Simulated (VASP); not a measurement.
Input of a VASP 6.6.1 run:

The input INCAR:

```
  ALGO = Normal
  EDIFF = 1E-8
  ENCUT = 500
  GGA = PS
  GGA_COMPAT = F
  IBRION = 8
  ISIF = 2
  ISMEAR = 0
  LASPH = T
  LCHARG = T
  LREAL = F
  LWAVE = F
  NELM = 120
  NSW = 1
  PREC = Accurate
  SIGMA = 0.01
```

KPOINTS

```
k-points
0
Gamma
  6 6 6
```

POSCAR

```
K2S
1.0
    3.4955673498      3.4955673498      0.0000000000
   -3.4955673498      3.4955673498      0.0000000000
    0.0000000000      3.4955673498      3.4955673498
K S
2 1
Direct
    0.2500000000      0.7500000000      0.5000000000
    0.7500000000      0.2500000000      0.5000000000
    0.0000000000      0.0000000000      0.0000000000
```

Potentials or basis: VASP PAW PBE potentials, release 64 (K_sv, S).

Launch:

```console
$ cat potpaw_PBE.64/K_sv/POTCAR potpaw_PBE.64/S/POTCAR > POTCAR
$ mpirun -np 1 vasp_std > vasp.out
```

Question: Estimate the highest phonon frequency at Γ, LO-TO splitting left out.

Answer: 218 cm⁻¹.

Phonon frequencies in cm⁻¹ (negative: imaginary):
| q point | frequencies |
| --- | --- |
| (0.000, 0.000, 0.000) | 0 0 0 154 154 154 218 218 218 |

Caveat: the cell stands under pressure or tension, which shifts response properties.
